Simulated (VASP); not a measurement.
# Al2GaN3 (Cm) in VASP: further runs

Al2GaN3 is run at these levels: PBEsol; tasks: relaxation of cell and atoms.

Program: VASP 6.6.1. These are calculated values, not measurements. Logs are shortened: lines on timing, memory, paths and dates and some standing lists are left out, and cuts for length are marked.

### 1 The cell of the first run

Symmetry: Cm, No. 8, monoclinic system. The conventional cell has a = 11.561 Å, b = 3.156 Å, c = 7.470 Å, α = 90.00°, β = 104.79°, γ = 90.00°. Al (site symmetry m) has 4 N at 1.90 to 1.92 Å within 2.5 Å. Within 2.5 Å of Al (site symmetry m) lie 4 N at 1.91 to 1.92 Å. Within 2.5 Å of Al (site symmetry m) lie 4 N at 1.91 to 1.92 Å. Within 2.5 Å of Al (site symmetry m) lie 4 N at 1.91 to 1.92 Å. Ga (site symmetry m) has 4 N at 1.94 to 1.97 Å within 2.6 Å. Within 2.6 Å of Ga (site symmetry m) lie 4 N at 1.94 to 1.97 Å. N (site symmetry m) has 3 Al at 1.91 Å and 1 Ga at 1.97 Å within 2.5 Å. Within 2.5 Å of N (site symmetry m) lie 3 Al at 1.91 Å and 1 Ga at 1.97 Å.

### 2 Relaxation of cell and atoms, PBEsol, target pressure -2 GPa, at which the enthalpy is minimised

Contents of INCAR:

```
ALGO = Normal
EDIFF = 1E-7
EDIFFG = -0.008
ENCUT = 600
GGA = PS
GGA_COMPAT = False
IBRION = 2
ISIF = 3
ISMEAR = 0
KPAR = 4
LASPH = True
LCHARG = False
LREAL = False
LWAVE = False
NELM = 120
NELMIN = 4
NSW = 70
PREC = Accurate
PSTRESS = -20.0
SIGMA = 0.02
```

Contents of KPOINTS:

```
k-points
0
Gamma
  8 8 4
```

Contents of POSCAR:

```
Al2GaN3
1.0
    5.7804029838     -1.5780314132      0.0009174909
    5.7804029838      1.5780314132      0.0009174909
   -1.9084931661      0.0000000000      7.2218177789
Al Ga N
4 2 6
Direct
    0.9442094829      0.9442094829      0.3892317942
    0.8889313905      0.8889313905      0.7767015036
    0.2231418110      0.2231418110      0.4445132117
    0.5540491763      0.5540491763      0.1130296846
    0.2770821302      0.2770821302      0.0576223522
    0.6096504598      0.6096504598      0.7217877031
    0.1476133206      0.1476133206      0.1850004133
    0.4816489578      0.4816489578      0.8524466906
    0.8183309532      0.8183309532      0.5150587638
    0.7644028747      0.7644028747      0.9017209733
    0.0952971031      0.0952971031      0.5647077552
    0.4310073400      0.4310073400      0.2429801442
```

Potentials or basis: VASP PAW PBE potentials, release 64 (Al, Ga_d, N).

Run with:

```bash
cat potpaw_PBE.64/Al/POTCAR potpaw_PBE.64/Ga_d/POTCAR potpaw_PBE.64/N/POTCAR > POTCAR
mpirun -np 4 vasp_std > vasp.out
```

OUTCAR:

```text
EDIFF = 1E-7
   EDIFFG = -0.008
   ENCUT = 600
   GGA = PS
   IBRION = 2
   ISIF = 3
   ISMEAR = 0
   LASPH = True
   LREAL = False
   NELM = 120
   NELMIN = 4
   NSW = 70
   PREC = Accurate
   PSTRESS = -20.0

 ion  position               nearest neighbor table
   1  0.944  0.944  0.389-  11 1.90  12 1.90  12 1.90   9 1.92   4 3.11   4 3.11   2 3.12   3 3.12
                             3 3.12   3 3.14
   2  0.889  0.889  0.777-  10 1.91   8 1.91   8 1.91   9 1.92   6 3.12   6 3.12   1 3.12   3 3.15
                             3 3.15   4 3.16   4 3.16
   3  0.223  0.223  0.445-   7 1.91  11 1.92   9 1.92   9 1.92   5 3.11   1 3.12   1 3.12   1 3.14
                             2 3.15   2 3.15   4 3.16   4 3.16
   4  0.554  0.554  0.113-   7 1.91   7 1.91   8 1.91  12 1.92   1 3.11   1 3.11   5 3.12   5 3.14
                             5 3.14   3 3.16   3 3.16   2 3.16   2 3.16
   5  0.277  0.277  0.058-  10 1.94  10 1.94  12 1.96   7 1.97   3 3.11   4 3.12   4 3.14   4 3.14

   6  0.610  0.610  0.722-  10 1.94  11 1.95  11 1.95   8 1.97   2 3.12   2 3.12
   7  0.148  0.148  0.185-   4 1.91   4 1.91   3 1.91   5 1.97
   8  0.482  0.482  0.852-   2 1.91   2 1.91   4 1.91   6 1.97
   9  0.818  0.818  0.515-   2 1.92   3 1.92   3 1.92   1 1.92
  10  0.764  0.764  0.902-   2 1.91   6 1.94   5 1.94   5 1.94
  11  0.095  0.095  0.565-   1 1.90   3 1.92   6 1.95   6 1.95
  12  0.431  0.431  0.243-   1 1.90   1 1.90   4 1.92   5 1.96

  LATTYP: Found a base centered monoclinic cell.
 ALAT       =    11.5608061132
 B/A-ratio  =     0.2729967786
 C/A-ratio  =     0.6461261228
 COS(beta)  =    -0.2553431796

  Lattice vectors:

 A1 = (   5.7804029838,  -1.5780314132,   0.0009174909)
 A2 = (   5.7804029838,   1.5780314132,   0.0009174909)
 A3 = (  -1.9084931661,   0.0000000000,   7.2218177789)

Analysis of symmetry for initial positions (statically):
=====================================================================
 Subroutine PRICEL returns:
 Original cell was already a primitive cell.

 Routine SETGRP: Setting up the symmetry group for a
 base centered monoclinic supercell.

 Subroutine GETGRP returns: Found  2 space group operations
 (whereof  2 operations were pure point group operations)
 out of a pool of  4 trial point group operations.

The static configuration has the point symmetry C_1h.

Analysis of symmetry for dynamics (positions and initial velocities):
=====================================================================
 Subroutine PRICEL returns:
 Original cell was already a primitive cell.

 Routine SETGRP: Setting up the symmetry group for a
 base centered monoclinic supercell.

 Subroutine GETGRP returns: Found  2 space group operations
 (whereof  2 operations were pure point group operations)
 out of a pool of  4 trial point group operations.

The dynamic configuration has the point symmetry C_1h.

 Subroutine INISYM returns: Found  2 space group operations
 (whereof  2 operations are pure point group operations),
 and found     1 'primitive' translations

----------------------------------------------------------------------------------------

                                     Primitive cell

  volume of cell :     131.7554

  direct lattice vectors                    reciprocal lattice vectors
     5.780402984 -1.578031413  0.000917491     0.086495531 -0.316850473  0.022857975
     5.780402984  1.578031413  0.000917491     0.086495531  0.316850473  0.022857975
    -1.908493166  0.000000000  7.221817779    -0.000021978  0.000000000  0.138463485

  length of vectors
     5.991931461  5.991931461  7.469738831     0.329238798  0.329238798  0.138463487

  position of ions in fractional coordinates (direct lattice)
     0.944209483  0.944209483  0.389231794
     0.888931390  0.888931390  0.776701504
     0.223141811  0.223141811  0.444513212
     0.554049176  0.554049176  0.113029685
     0.277082130  0.277082130  0.057622352
     0.609650460  0.609650460  0.721787703
     0.147613321  0.147613321  0.185000413
     0.481648958  0.481648958  0.852446691
     0.818330953  0.818330953  0.515058764
     0.764402875  0.764402875  0.901720973
     0.095297103  0.095297103  0.564707755
     0.431007340  0.431007340  0.242980144

  ion indices of the primitive-cell ions
   primitive index   ion index
                 1           1
                 2           2
                 3           3
                 4           4
                 5           5
                 6           6
                 7           7
                 8           8
                 9           9
                10          10
                11          11
                12          12

----------------------------------------------------------------------------------------

 KPOINTS: k-points

Automatic generation of k-mesh.
 Grid dimensions read from file:
 generate k-points for:    8    8    4

 Generating k-lattice:

[... 36 lines left out ...]
 SYSTEM =  unknown system
   PREC   = accura    normal or accurate (medium, high low for compatibility)
   ISTART =      0    job   : 0-new  1-cont  2-samecut
   ICHARG =      2    charge: 1-file 2-atom 10-const
   ISPIN  =      1    spin polarized calculation?
   LNONCOLLINEAR =      F non collinear calculations
   LSORBIT =      F    spin-orbit coupling
   LASPH  =      T    aspherical Exc in radial PAW
   ENCUT  =  600.0 eV  44.10 Ry    6.64 a.u.  11.97 11.97 14.92*2*pi/ulx,y,z
   NELM   =    120;   NELMIN=  4; NELMDL= -5     # of ELM steps
   EDIFF  = 0.1E-06   stopping-criterion for ELM
   LREAL  =      F    real-space projection
   EDIFFG = -.8E-02   stopping-criterion for IOM
   NSW    =     70    number of steps for IOM
   IBRION =      2    ionic relax: 0-MD 1-quasi-New 2-CG
   NFREE  =      1    steps in history (QN), initial steepest desc. (CG)
   ISIF   =      3    stress and relaxation
   ISYM   =      2    0-nonsym 1-usesym 2-fastsym
   POTIM  = 0.5000    time-step for ionic-motion
   TEBEG  =    0.0;   TEEND  =   0.0 temperature during run
   PSTRESS=  -20.0 pullay stress
   NELECT =      68.0000    total number of electrons
   NUPDOWN=      -1.0000    fix difference up-down
   EMIN   =  10.00;   EMAX   =-10.00  energy-range for DOS
   EFERMI =   0.00;   METHOD = LEGACY
   ISMEAR =     0;   SIGMA  =   0.02  broadening in eV -4-tet -1-fermi 0-gaus
   EFERMI_NEDOS =   21; number of points for ismear=-14 and -15
   IALGO  =     38    algorithm
   IMIX   =      4    mixing-type and parameters
     AMIX     =   0.40;   BMIX     =  1.00
     AMIX_MAG =   1.60;   BMIX_MAG =  1.00
  volume/ion in A,a.u.               =      10.98        74.09
  Fermi-wavevector in a.u.,A,eV,Ry     =   1.313172  2.481535 23.462170  1.724421
  Thomas-Fermi vector in A             =   2.443513
   LORBIT       =      0    0 simple, 1 ext, 2 COOP (PROOUT), +10 PAW based schemes
   GGA     = PS    functional components
   LHFCALC =     F    Hartree Fock is set to
   AEXX    =    0.0000 exact exchange contribution
   IVDW    =     0    specifies the selected vdW correction
   LEPSILON=     F    determine dielectric tensor
   LRPA    =     F    only Hartree local field effects (RPA)
 conjugate gradient relaxation of ions
 non-spin polarized calculation
 Gauss-broadening in eV      SIGMA  =   0.02
  energy-cutoff  :      600.00
  volume of cell :      131.76
 maximum number of plane-waves:      4421
   NGX = 23   NGY = 23   NGZ = 29

--------------------------------------- Ionic step        1  -------------------------------------------

 number of electron      67.9999994 magnetization

 Free energy of the ion-electron system (eV)
  ---------------------------------------------------
  ext. energy  EPLUGINS =         0.00000000
  ---------------------------------------------------
  free energy    TOTEN  =       -88.80346469 eV

  energy without entropy =      -88.80346469  energy(sigma->0) =      -88.80346469

------------------------ aborting loop because EDIFF is reached ----------------------------------------

  FORCE on cell =-STRESS in cart. coord.  units (eV):
  Direction    XX          YY          ZZ          XY          YZ          ZX
  --------------------------------------------------------------------------------------
  -------------------------------------------------------------------------------------
  Total       -3.1434990     -3.2607351     -3.2326574      0.0000000      0.0000000     -0.0556698
  in kB      -38.2256969    -39.6513158    -39.3098840      0.0000000      0.0000000     -0.6769575
  external PRESSURE =     -19.0622989 kB  Pullay stress =     -20.0000000 kB
[... 129 lines left out ...]
  enthalpy is  TOTEN    =       -90.4562417583 eV   P V=       -1.6280176469

--------------------------------------- Ionic step        4  -------------------------------------------

 number of electron      67.9999994 magnetization

 Free energy of the ion-electron system (eV)
  ---------------------------------------------------
  ext. energy  EPLUGINS =         0.00000000
  ---------------------------------------------------
  free energy    TOTEN  =       -88.82855428 eV

  energy without entropy =      -88.82855428  energy(sigma->0) =      -88.82855428

 E-fermi :   5.7760     XC(G=0): -11.3493

 val. band max:        5.6427054826   @ k =   0.0000   0.0000   0.0000
 cond. band min:       8.8491387436   @ k =   0.0000   0.0000   0.0000
 fundamental gap:      3.2064332611
 Fermi energy:         5.7760315865

 k-point     1 :       0.0000    0.0000    0.0000
  band No.  band energies     occupation
      1      -9.7390      2.00000
      2      -8.8081      2.00000
      3      -8.4879      2.00000
      4      -8.2785      2.00000
      5      -8.1219      2.00000
      6      -7.6892      2.00000
[... 1045 lines left out ...]
     40      12.7897      0.00000
     41      13.2933      0.00000

 [... further k-points ...]

------------------------ aborting loop because EDIFF is reached ----------------------------------------

  FORCE on cell =-STRESS in cart. coord.  units (eV):
  Direction    XX          YY          ZZ          XY          YZ          ZX
  --------------------------------------------------------------------------------------
  -------------------------------------------------------------------------------------
  Total       -1.6024258     -1.5828959     -1.5938642      0.0000000      0.0000000      0.0077240
  in kB      -19.6896302    -19.4496587    -19.5844301      0.0000000      0.0000000      0.0949075
  external PRESSURE =       0.4254270 kB  Pullay stress =     -20.0000000 kB
[... 27 lines left out ...]
  FREE ENERGIE OF THE ION-ELECTRON SYSTEM (eV)
  ---------------------------------------------------
  free  energy   TOTEN  =       -88.8285542758 eV

  energy  without entropy=      -88.8285542758  energy(sigma->0) =      -88.82855428

  enthalpy is  TOTEN    =       -90.4562393385 eV   P V=       -1.6276850627

 reached required accuracy - stopping structural energy minimisation
```

Run time: 8.7 min. Hardware: 4 MPI ranks of AMD EPYC 9R45 (Zen 5), shared host; peak memory 0.67 GiB.

What came out:

```yaml
Free_energy: -88.8286 eV
Relaxed_volume: 10.87 Å³/atom
Relaxed_cell: a = 5.972 Å, b = 5.972 Å, c = 7.444 Å, α = 104.28°, β = 104.28°, γ = 30.53°
Space_group_after_relaxing_to_0.1_Å: Cm (No. 8)
Energy_change_on_relaxing_the_run_minimises_the_enthalpy: -2.1 meV/atom
Ionic_steps: 4
Pressure_after_relaxing: -2.0 GPa
Largest_force_after_relaxing: 0.008 eV/Å
Band_gap_on_the_k_mesh: 3.21 eV
```

Forces on the atoms (eV/Å):
```
Al  -0.005  0.000  0.001
Al  -0.001  0.000  0.000
Al  -0.001  0.000  0.001
Al   0.000  0.000 -0.001
Ga  -0.002  0.000  0.002
Ga  -0.002  0.000  0.002
N    0.006  0.000 -0.005
N    0.006  0.000 -0.002
N    0.000  0.000  0.000
N   -0.003  0.000  0.001
N    0.003  0.000  0.007
N   -0.001  0.000 -0.006
```

Step by step:
| step | energy change (eV) | largest force (eV/Å) | pressure (GPa) | volume (Å³) |
| --- | --- | --- | --- | --- |
| 1 | 0.0000 | 0.0199 | -3.91 | 131.76 |
| 2 | -0.0330 | 0.0214 | -0.31 | 129.28 |
| 3 | -0.0248 | 0.0080 | -2.00 | 130.42 |
| 4 | -0.0251 | 0.0079 | -1.96 | 130.39 |

Final structure:
```
Al Ga N
1.0
     5.76127   -1.57240    0.00020
     5.76127    1.57240    0.00020
    -1.90306    0.00000    7.19673
Al Ga N
4 2 6
Direct
  0.94422 0.94422 0.38924
  0.88891 0.88891 0.77674
  0.22311 0.22311 0.44451
  0.55404 0.55404 0.11304
  0.27709 0.27709 0.05755
  0.60968 0.60968 0.72178
  0.14764 0.14764 0.18500
  0.48166 0.48166 0.85241
  0.81834 0.81834 0.51506
  0.76438 0.76438 0.90176
  0.09529 0.09529 0.56476
  0.43100 0.43100 0.24295
```

Levels at points of the mesh, in eV from the valence-band top:
```tsv
k point	band 31	band 32	band 33	band 34	band 35	band 36	band 37	band 38
(0.00, 0.00, 0.00)	-0.86	-0.06	-0.01	0.00	3.21	5.05	5.29	5.72
(0.50, 0.00, 0.00)	-1.51	-1.42	-1.30	-1.26	4.68	5.05	5.47	5.70
(0.50, 0.50, 0.00)	-0.81	-0.66	-0.54	-0.37	5.21	5.28	5.55	5.90
(0.00, 0.00, 0.50)	-0.51	-0.42	-0.30	-0.11	4.58	4.66	5.04	5.11
(0.50, 0.00, 0.50)	-1.86	-1.04	-0.91	-0.75	5.25	5.37	5.54	5.73
(0.50, 0.50, 0.50)	-0.69	-0.63	-0.27	-0.20	5.03	5.11	5.55	5.83
```

Caveat: the cell is relaxed towards a set pressure, so the run minimises the enthalpy, not the energy; the PAW data sets were made with another functional, which shifts forces and pressure a little.

### 3 Relaxation of cell and atoms, PBEsol, target pressure 5 GPa, at which the enthalpy is minimised

This run uses another cell than the first one, of 10.51 Å³/atom.

Contents of INCAR:

```
SYSTEM = Al2GaN3
PREC     = Accurate       ! precision mode
ENCUT    = 600            ! plane-wave cutoff, eV
EDIFF    = 1E-7           ! SCF threshold, eV
ISMEAR   = 0              ! smearing method
SIGMA    = 0.02           ! smearing width, eV
LREAL    = .FALSE.        ! projectors in reciprocal space
LASPH    = .TRUE.         ! aspherical terms in the spheres
NELM     = 120            ! most SCF steps
ALGO     = Normal         ! electronic algorithm
ISIF     = 3              ! what is computed and relaxed
LWAVE    = .FALSE.        ! write WAVECAR
LCHARG   = .FALSE.        ! write CHGCAR
GGA      = PS             ! functional
IBRION   = 2              ! ionic algorithm
NSW      = 70             ! ionic steps
EDIFFG   = -0.008         ! ionic threshold
PSTRESS  = 50.0         
GGA_COMPAT= .FALSE.      
NELMIN   = 4            
KPAR     = 4
```

Contents of KPOINTS:

```
Automatic mesh
0
G
  8 8 4
  0 0 0
```

Contents of POSCAR:

```
Al2GaN3
1.0
    5.6958666623     -1.5554487587      0.0016045994
    5.6958666623      1.5554487587      0.0016045994
   -1.8797070773      0.0000000000      7.1171527645
Al Ga N
4 2 6
Direct
    0.9442414536      0.9442414536      0.3891991238
    0.8889561913      0.8889561913      0.7766529985
    0.2231898781      0.2231898781      0.4445018490
    0.5540528767      0.5540528767      0.1130329067
    0.2770715337      0.2770715337      0.0576002932
    0.6096385604      0.6096385604      0.7217925935
    0.1475692641      0.1475692641      0.1850281987
    0.4816163943      0.4816163943      0.8525015073
    0.8183354685      0.8183354685      0.5150486514
    0.7644028017      0.7644028017      0.9017133658
    0.0953106005      0.0953106005      0.5647199895
    0.4309799773      0.4309799773      0.2430095122
```

Potentials or basis: VASP PAW PBE potentials, release 64 (Al, Ga_d, N).

Run with:

```bash
cat potpaw_PBE.64/Al/POTCAR potpaw_PBE.64/Ga_d/POTCAR potpaw_PBE.64/N/POTCAR > POTCAR
mpirun -np 4 vasp_std > vasp.out
```

Wall time 5.2 min (4 MPI ranks of Intel Xeon Platinum 8488C (Sapphire Rapids), shared host); peak memory 0.66 GiB.

The run converged. Its results:

* Free energy: -88.7812 eV
* Relaxed volume: 10.50 Å³/atom
* Relaxed cell: a = 5.903 Å, b = 5.903 Å, c = 7.359 Å, α = 104.24°, β = 104.24°, γ = 30.55°
* Space group after relaxing (to 0.1 Å): Cm (No. 8)
* Energy change on relaxing (the run minimises the enthalpy): +0.3 meV/atom
* Ionic steps: 3
* Pressure after relaxing: 5.0 GPa
* Largest force after relaxing: 0.007 eV/Å
* Band gap on the k mesh: 3.47 eV

Forces in eV/Å, atoms in the order of the input:
```
Al   0.004  0.000 -0.002
Al   0.003  0.000 -0.002
Al   0.004  0.000 -0.002
Al   0.003  0.000 -0.002
Ga   0.000  0.000 -0.003
Ga   0.001  0.000  0.002
N   -0.001  0.000  0.001
N    0.001  0.000  0.000
N   -0.001  0.000 -0.001
N   -0.005  0.000  0.003
N   -0.001  0.000  0.005
N   -0.007  0.000  0.000
```

Step by step:
```
step  energy change (eV)  largest force (eV/Å)  pressure (GPa)  volume (Å³)
   1              0.0000                0.0172            4.84       126.12
   2              0.0059                0.0108            5.16       125.93
   3              0.0031                0.0070            5.02       126.02
```

Final structure:
```
CELL_PARAMETERS angstrom
5.69398 -1.55511 0.00194
5.69398 1.55511 0.00194
-1.87866 0.00000 7.11515
ATOMIC_POSITIONS crystal
Al 0.94423 0.94423 0.38919
Al 0.88897 0.88897 0.77661
Al 0.22321 0.22321 0.44450
Al 0.55406 0.55406 0.11303
Ga 0.27708 0.27708 0.05762
Ga 0.60963 0.60963 0.72178
N 0.14758 0.14758 0.18500
N 0.48164 0.48164 0.85251
N 0.81833 0.81833 0.51505
N 0.76437 0.76437 0.90174
N 0.09532 0.09532 0.56478
N 0.43094 0.43094 0.24299
```

Levels at points of the mesh, in eV from the valence-band top:
```csv
k point,band 31,band 32,band 33,band 34,band 35,band 36,band 37,band 38
"(0.00, 0.00, 0.00)",-0.89,-0.07,-0.01,0.00,3.47,5.17,5.44,5.94
"(0.50, 0.00, 0.00)",-1.56,-1.47,-1.34,-1.29,4.79,5.16,5.53,5.76
"(0.50, 0.50, 0.00)",-0.84,-0.68,-0.56,-0.38,5.33,5.51,5.70,6.03
"(0.00, 0.00, 0.50)",-0.53,-0.44,-0.31,-0.11,4.72,4.89,5.21,5.26
"(0.50, 0.00, 0.50)",-1.92,-1.07,-0.94,-0.78,5.34,5.48,5.63,5.83
"(0.50, 0.50, 0.50)",-0.73,-0.65,-0.27,-0.20,5.24,5.26,5.72,6.08
```

Caveat: the cell is relaxed towards a set pressure, so the run minimises the enthalpy, not the energy; the PAW data sets were made with another functional, which shifts forces and pressure a little. A k mesh can miss the band edges.
